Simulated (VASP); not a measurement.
# SnO (Pmn2_1) in VASP: further runs

SnO is run at these levels: PBEsol; tasks: single point.

Program: VASP 6.6.1. These are calculated values, not measurements. Logs are shortened: lines on timing, memory, paths and dates and some standing lists are left out, and cuts for length are marked.

## Step 1: The cell of the first run

The structure is orthorhombic, space group Pmn2_1 (No. 31). Conventional cell: a = 3.298 Å, b = 5.578 Å, c = 4.150 Å, α = 90.00°, β = 90.00°, γ = 90.00°. Sn (site symmetry m) has 3 O at 2.11 to 2.12 Å within 2.8 Å. O (site symmetry m) has 3 Sn at 2.11 to 2.12 Å within 2.8 Å.

## Step 2: Single point, PBEsol

Contents of INCAR:

```
PREC = Accurate ; ENCUT = 520
EDIFF = 1E-6 ; ISMEAR = 0
SIGMA = 0.01 ; LREAL = False
LASPH = True ; NELM = 100
ALGO = Normal ; ISIF = 2
LWAVE = False ; LCHARG = False
GGA = PS ; NBANDS = 28
```

Contents of KPOINTS:

```
regular mesh
0
Gamma
  6 4 6
```

Contents of POSCAR:

```
SnO
1.0
    3.2981295209      0.0000000000      0.0000000000
    0.0000000000      5.5779141633      0.0000000000
    0.0000000000      0.0000000000      4.1503973596
Sn O
2 2
Direct
    0.0000000000      0.2319090000      0.5131440000
    0.5000000000      0.7680910000      0.0131440000
    0.0000000000      0.8912500000      0.7368570000
    0.5000000000      0.1087500000      0.2368570000
```

Potentials or basis: VASP PAW PBE potentials, release 64 (Sn_d, O).

Started as:

```bash
> cat potpaw_PBE.64/Sn_d/POTCAR potpaw_PBE.64/O/POTCAR > POTCAR
> mpirun -np 1 vasp_std > vasp.out
```

OUTCAR:

```text
PREC = Accurate
   ENCUT = 520
   EDIFF = 1E-6
   ISMEAR = 0
   LREAL = False
   LASPH = True
   NELM = 100
   ISIF = 2
   GGA = PS

 ion  position               nearest neighbor table
   1  0.000  0.232  0.513-   3 2.11   4 2.12   4 2.12   2 3.70   2 3.70   2 3.70   2 3.70
   2  0.500  0.768  0.013-   4 2.11   3 2.12   3 2.12   1 3.70   1 3.70   1 3.70   1 3.70
   3  0.000  0.891  0.737-   1 2.11   2 2.12   2 2.12
   4  0.500  0.109  0.237-   2 2.11   1 2.12   1 2.12

  LATTYP: Found a simple orthorhombic cell.
 ALAT       =     3.2981295209
 B/A-ratio  =     1.2584094510
 C/A-ratio  =     1.6912356316

  Lattice vectors:

 A1 = (  -3.2981295209,   0.0000000000,   0.0000000000)
 A2 = (   0.0000000000,   0.0000000000,   4.1503973596)
 A3 = (   0.0000000000,   5.5779141633,   0.0000000000)

Analysis of symmetry for initial positions (statically):
=====================================================================
 Subroutine PRICEL returns:
 Original cell was already a primitive cell.

 Routine SETGRP: Setting up the symmetry group for a
 simple orthorhombic supercell.

 Subroutine GETGRP returns: Found  4 space group operations
 (whereof  2 operations were pure point group operations)
 out of a pool of  8 trial point group operations.

The static configuration has the point symmetry C_1h.
 The point group associated with its full space group is C_2v.

Analysis of symmetry for dynamics (positions and initial velocities):
=====================================================================
 Subroutine PRICEL returns:
 Original cell was already a primitive cell.

 Routine SETGRP: Setting up the symmetry group for a
 simple orthorhombic supercell.

 Subroutine GETGRP returns: Found  4 space group operations
 (whereof  2 operations were pure point group operations)
 out of a pool of  8 trial point group operations.

The dynamic configuration has the point symmetry C_1h.
 The point group associated with its full space group is C_2v.

 Subroutine INISYM returns: Found  4 space group operations
 (whereof  2 operations are pure point group operations),
 and found     1 'primitive' translations

----------------------------------------------------------------------------------------

                                     Primitive cell

  volume of cell :      76.3535

  direct lattice vectors                    reciprocal lattice vectors
     3.298129521  0.000000000  0.000000000     0.303202162  0.000000000  0.000000000
     0.000000000  5.577914163  0.000000000     0.000000000  0.179278485  0.000000000
     0.000000000  0.000000000  4.150397360     0.000000000  0.000000000  0.240940786

  length of vectors
     3.298129521  5.577914163  4.150397360     0.303202162  0.179278485  0.240940786

  position of ions in fractional coordinates (direct lattice)
     0.000000000  0.231909000  0.513144000
     0.500000000  0.768091000  0.013144000
     0.000000000  0.891250000  0.736857000
     0.500000000  0.108750000  0.236857000

  ion indices of the primitive-cell ions
   primitive index   ion index
                 1           1
                 2           2
                 3           3
                 4           4

----------------------------------------------------------------------------------------

 KPOINTS: regular mesh

Automatic generation of k-mesh.
 Grid dimensions read from file:
 generate k-points for:    6    4    6

 Generating k-lattice:

  Cartesian coordinates                     Fractional coordinates (reciprocal lattice)
     0.050533694  0.000000000  0.000000000     0.166666667  0.000000000  0.000000000
     0.000000000  0.044819621  0.000000000     0.000000000  0.250000000  0.000000000
     0.000000000  0.000000000  0.040156798     0.000000000  0.000000000  0.166666667

  Length of vectors
     0.050533694  0.044819621  0.040156798

  Shift w.r.t. Gamma in fractional coordinates (k-lattice)
     0.000000000  0.000000000  0.000000000

 Subroutine IBZKPT returns following result:
 ===========================================

 Found     48 irreducible k-points:

 Following reciprocal coordinates:
            Coordinates               Weight
  0.000000  0.000000  0.000000      1.000000
  0.166667  0.000000  0.000000      2.000000
  0.333333  0.000000  0.000000      2.000000
  0.500000  0.000000  0.000000      1.000000
  0.000000  0.250000  0.000000      2.000000
  0.166667  0.250000  0.000000      4.000000
[... 16 lines left out ...]
  0.333333  0.500000  0.166667      4.000000
  0.500000  0.500000  0.166667      2.000000
 [... further k-points ...]
   k-points           NKPTS =     48   k-points in BZ     NKDIM =     48   number of bands    NBANDS=     28
   number of dos      NEDOS =    301   number of ions     NIONS =      4
   total plane-waves  NPLWV =  37632
   dimension x,y,z NGX =    28 NGY =   42 NGZ =   32
   dimension x,y,z NGXF=    56 NGYF=   84 NGZF=   64
   ions per type =               2   2
   NGX,Y,Z   is equivalent  to a cutoff of  14.11, 12.52, 12.82 a.u.
   NGXF,Y,Z  is equivalent  to a cutoff of  28.23, 25.04, 25.64 a.u.
 SYSTEM =  unknown system
   PREC   = accura    normal or accurate (medium, high low for compatibility)
   ISTART =      0    job   : 0-new  1-cont  2-samecut
   ICHARG =      2    charge: 1-file 2-atom 10-const
   ISPIN  =      1    spin polarized calculation?
   LNONCOLLINEAR =      F non collinear calculations
   LSORBIT =      F    spin-orbit coupling
   LASPH  =      T    aspherical Exc in radial PAW
   ENCUT  =  520.0 eV  38.22 Ry    6.18 a.u.   6.13 10.37  7.72*2*pi/ulx,y,z
   NELM   =    100;   NELMIN=  2; NELMDL= -5     # of ELM steps
   EDIFF  = 0.1E-05   stopping-criterion for ELM
   LREAL  =      F    real-space projection
   EDIFFG = 0.1E-04   stopping-criterion for IOM
   NSW    =      0    number of steps for IOM
   IBRION =     -1    ionic relax: 0-MD 1-quasi-New 2-CG
   NFREE  =      0    steps in history (QN), initial steepest desc. (CG)
   ISIF   =      2    stress and relaxation
   ISYM   =      2    0-nonsym 1-usesym 2-fastsym
   POTIM  = 0.5000    time-step for ionic-motion
   TEBEG  =    0.0;   TEEND  =   0.0 temperature during run
   PSTRESS=    0.0 pullay stress
   NELECT =      40.0000    total number of electrons
   NUPDOWN=      -1.0000    fix difference up-down
   EMIN   =  10.00;   EMAX   =-10.00  energy-range for DOS
   EFERMI =   0.00;   METHOD = LEGACY
   ISMEAR =     0;   SIGMA  =   0.01  broadening in eV -4-tet -1-fermi 0-gaus
   EFERMI_NEDOS =   21; number of points for ismear=-14 and -15
   IALGO  =     38    algorithm
   IMIX   =      4    mixing-type and parameters
     AMIX     =   0.40;   BMIX     =  1.00
     AMIX_MAG =   1.60;   BMIX_MAG =  1.00
  volume/ion in A,a.u.               =      19.09       128.81
  Fermi-wavevector in a.u.,A,eV,Ry     =   1.319730  2.493928 23.697094  1.741687
  Thomas-Fermi vector in A             =   2.449607
   LORBIT       =      0    0 simple, 1 ext, 2 COOP (PROOUT), +10 PAW based schemes
   GGA     = PS    functional components
   LHFCALC =     F    Hartree Fock is set to
   AEXX    =    0.0000 exact exchange contribution
   IVDW    =     0    specifies the selected vdW correction
   LEPSILON=     F    determine dielectric tensor
   LRPA    =     F    only Hartree local field effects (RPA)
 non-spin polarized calculation
 Gauss-broadening in eV      SIGMA  =   0.01
  energy-cutoff  :      520.00
  volume of cell :       76.35
 maximum number of plane-waves:      2080
 NGX is ok and might be reduce to    28
   NGX = 13   NGY = 21   NGZ = 15

 number of electron      39.9999996 magnetization

 Free energy of the ion-electron system (eV)
  ---------------------------------------------------
  ext. energy  EPLUGINS =         0.00000000
  ---------------------------------------------------
  free energy    TOTEN  =       -23.81705011 eV

  energy without entropy =      -23.81705011  energy(sigma->0) =      -23.81705011

 E-fermi :   5.4469     XC(G=0): -10.0152

 val. band max:        5.3169065142   @ k =   0.0000   0.0000   0.0000
 cond. band min:       6.8276255793   @ k =   0.3333   0.5000   0.0000
 fundamental gap:      1.5107190651
 Fermi energy:         5.4468631403

 k-point     1 :       0.0000    0.0000    0.0000
  band No.  band energies     occupation
      1     -16.0118      2.00000
      2     -15.5873      2.00000
      3     -15.4784      2.00000
      4     -15.4469      2.00000
      5     -15.4153      2.00000
      6     -15.3852      2.00000
[... 20 lines left out ...]
     27      14.0659      0.00000
     28      14.7409      0.00000

 k-point     2 :       0.1667    0.0000    0.0000
  band No.  band energies     occupation
      1     -16.0014      2.00000
      2     -15.6142      2.00000
      3     -15.4996      2.00000
      4     -15.4561      2.00000
      5     -15.4317      2.00000
      6     -15.3826      2.00000
[... 20 lines left out ...]
     27      14.0465      0.00000
     28      14.8600      0.00000

 k-point     3 :       0.3333    0.0000    0.0000
  band No.  band energies     occupation
      1     -15.9965      2.00000
      2     -15.8260      2.00000
      3     -15.4434      2.00000
      4     -15.4309      2.00000
      5     -15.4092      2.00000
      6     -15.3879      2.00000
[... 20 lines left out ...]
     27      13.4482      0.00000
     28      15.0612      0.00000

 k-point     4 :       0.5000    0.0000    0.0000
  band No.  band energies     occupation
      1     -15.9630      2.00000
      2     -15.9630      2.00000
      3     -15.4327      2.00000
      4     -15.4327      2.00000
      5     -15.3954      2.00000
      6     -15.3954      2.00000
[... 578 lines left out ...]
     27      14.7930      0.00000
     28      15.8245      0.00000

 k-point    23 :       0.3333    0.5000    0.1667
  band No.  band energies     occupation
      1     -15.9940      2.00000
      2     -15.8480      2.00000
      3     -15.4423      2.00000
      4     -15.4407      2.00000
      5     -15.4008      2.00000
      6     -15.3879      2.00000
[... 20 lines left out ...]
     27      14.6104      0.00000
     28      15.1805      0.00000

 k-point    24 :       0.5000    0.5000    0.1667
  band No.  band energies     occupation
      1     -15.9736      2.00000
      2     -15.9736      2.00000
      3     -15.4379      2.00000
      4     -15.4379      2.00000
      5     -15.3867      2.00000
      6     -15.3867      2.00000
[... 20 lines left out ...]
     27      14.5922      0.00000
     28      14.5922      0.00000

 [... further k-points ...]
[... 5 lines left out ...]
  --------------------------------------------------------------------------------------
  -------------------------------------------------------------------------------------
  Total        0.5107833      0.8021830      0.3535521      0.0000000      0.0000000      0.0000000
  in kB       10.7181065     16.8327394      7.4188185      0.0000000      0.0000000      0.0000000
  external PRESSURE =      11.6565548 kB  Pullay stress =       0.0000000 kB

 VOLUME and BASIS-vectors are now :
 -----------------------------------------------------------------------------
  energy-cutoff  :      520.00
  volume of cell :       76.35
      direct lattice vectors                 reciprocal lattice vectors
     3.298129521  0.000000000  0.000000000     0.303202162  0.000000000  0.000000000
     0.000000000  5.577914163  0.000000000     0.000000000  0.179278485  0.000000000
     0.000000000  0.000000000  4.150397360     0.000000000  0.000000000  0.240940786

 POSITION                                       TOTAL-FORCE (eV/Angst)
 -----------------------------------------------------------------------------------
      0.00000      1.29357      2.12975         0.000000      0.376967      0.127411
      1.64906      4.28435      0.05455         0.000000     -0.376967      0.127411
      0.00000      4.97132      3.05825         0.000000      0.070272     -0.127411
      1.64906      0.60660      0.98305         0.000000     -0.070272     -0.127411
 -----------------------------------------------------------------------------------
    total drift:                                0.000000      0.000000     -0.001186

  FREE ENERGIE OF THE ION-ELECTRON SYSTEM (eV)
  ---------------------------------------------------
  free  energy   TOTEN  =       -23.8170501127 eV

  energy  without entropy=      -23.8170501127  energy(sigma->0) =      -23.81705011
```

It took 3.5 min on 1 thread of Intel Xeon 8259CL, shared host; peak memory 0.24 GiB.

Results:

| Quantity | Value |
| --- | --- |
| Free energy | -23.8171 eV |
| Pressure | 1.2 GPa |
| Largest force | 0.398 eV/Å |
| Band gap on the k mesh | 1.51 eV (least direct gap 2.24 eV) |

Forces on the atoms (eV/Å):
```
Sn   0.000  0.377  0.127
Sn   0.000 -0.377  0.127
O    0.000  0.070 -0.127
O    0.000 -0.070 -0.127
```

Levels at points of the mesh, in eV from the valence-band top:
| k point | band 18 | band 19 | band 20 | band 21 | band 22 | band 23 |
| --- | --- | --- | --- | --- | --- | --- |
| (0.00, 0.00, 0.00) | -2.91 | -2.32 | 0.00 | 2.62 | 3.19 | 5.86 |
| (0.50, 0.00, 0.00) | -2.89 | -1.30 | -1.30 | 2.54 | 2.54 | 5.66 |
| (0.00, 0.50, 0.00) | -2.93 | -1.81 | -1.55 | 3.25 | 3.94 | 4.88 |
| (0.50, 0.50, 0.00) | -2.96 | -0.97 | -0.97 | 1.88 | 1.88 | 6.42 |
| (0.00, 0.00, 0.50) | -3.50 | -1.83 | -1.83 | 2.67 | 2.67 | 5.30 |
| (0.50, 0.00, 0.50) | -3.40 | -1.12 | -1.12 | 2.01 | 2.01 | 4.60 |
| (0.00, 0.50, 0.50) | -3.22 | -1.61 | -1.61 | 1.89 | 1.89 | 6.07 |
| (0.50, 0.50, 0.50) | -3.70 | -0.43 | -0.43 | 2.33 | 2.33 | 4.20 |

Caveat: the PAW data sets were made with another functional, which shifts forces and pressure a little; spin-orbit coupling is left out, which moves the levels of the heavy elements.

## Step 3: Single point, PBEsol

This run uses another cell than the first one, of 19.69 Å³/atom.

Contents of INCAR:

```
SYSTEM = SnO
PREC = Accurate ; ENCUT = 520
EDIFF = 1E-6 ; ISMEAR = 0
SIGMA = 0.01 ; LREAL = .False.
LASPH = .True. ; NELM = 80
ALGO = Normal ; ISIF = 2
LWAVE = .False. ; LCHARG = .False.
GGA = PS ; NBANDS = 28
```

Contents of KPOINTS:

```
Automatic mesh
0
Gamma
  6 4 6
  0 0 0
```

Contents of POSCAR:

```
SnO
1.0
    3.3324875095      0.0000000000      0.0000000000
    0.0000000000      5.6360216177      0.0000000000
    0.0000000000      0.0000000000      4.1936337771
Sn O
2 2
Direct
    0.0000000000      0.2319090000      0.5131440000
    0.5000000000      0.7680910000      0.0131440000
    0.0000000000      0.8912500000      0.7368570000
    0.5000000000      0.1087500000      0.2368570000
```

Potentials or basis: VASP PAW PBE potentials, release 64 (Sn_d, O).

Started as:

```bash
> cat potpaw_PBE.64/Sn_d/POTCAR potpaw_PBE.64/O/POTCAR > POTCAR
> mpirun -np 1 vasp_std > vasp.out
```

Wall time 3.4 min (1 thread of Intel Xeon 8259CL, shared host); peak memory 0.24 GiB.

It converged, with:

```yaml
Free_energy: -23.8170 eV
Pressure: -1.4 GPa
Largest_force: 0.104 eV/Å
Band_gap_on_the_k_mesh: 1.55 eV (least direct gap 2.29 eV)
```

Forces on the atoms (eV/Å):
```
Sn   0.000 -0.067 -0.012
Sn   0.000  0.067 -0.012
O    0.000  0.103  0.012
O    0.000 -0.103  0.012
```

Stress tensor (GPa, compression positive):
```
-1.84  0.00  0.00
 0.00 -1.02  0.00
 0.00  0.00 -1.34
```

Levels at points of the mesh, in eV from the valence-band top:
| k point | band 16 | band 17 | band 18 | band 19 | band 20 | band 21 | band 22 | band 23 | band 24 | band 25 |
| --- | --- | --- | --- | --- | --- | --- | --- | --- | --- | --- |
| (0.00, 0.00, 0.00) | -3.96 | -3.64 | -2.74 | -2.15 | 0.00 | 2.61 | 3.14 | 5.83 | 5.93 | 8.12 |
| (0.50, 0.00, 0.00) | -4.62 | -2.70 | -2.70 | -1.27 | -1.27 | 2.53 | 2.53 | 5.55 | 5.55 | 6.60 |
| (0.00, 0.50, 0.00) | -4.08 | -3.93 | -2.77 | -1.68 | -1.44 | 3.27 | 3.89 | 4.83 | 5.04 | 6.94 |
| (0.50, 0.50, 0.00) | -4.47 | -2.77 | -2.77 | -0.93 | -0.93 | 1.85 | 1.85 | 6.31 | 6.31 | 7.16 |
| (0.00, 0.00, 0.50) | -3.55 | -3.31 | -3.31 | -1.73 | -1.73 | 2.63 | 2.63 | 5.22 | 5.22 | 8.03 |
| (0.50, 0.00, 0.50) | -4.21 | -3.25 | -3.25 | -1.10 | -1.10 | 2.04 | 2.04 | 4.57 | 4.57 | 6.91 |
| (0.00, 0.50, 0.50) | -3.31 | -3.04 | -3.04 | -1.55 | -1.55 | 1.88 | 1.88 | 5.98 | 5.98 | 7.91 |
| (0.50, 0.50, 0.50) | -4.35 | -3.53 | -3.53 | -0.43 | -0.43 | 2.36 | 2.36 | 4.14 | 4.14 | 6.11 |

Caveat: the PAW data sets were made with another functional, which shifts forces and pressure a little; spin-orbit coupling is left out, which moves the levels of the heavy elements. A k mesh can miss the band edges.
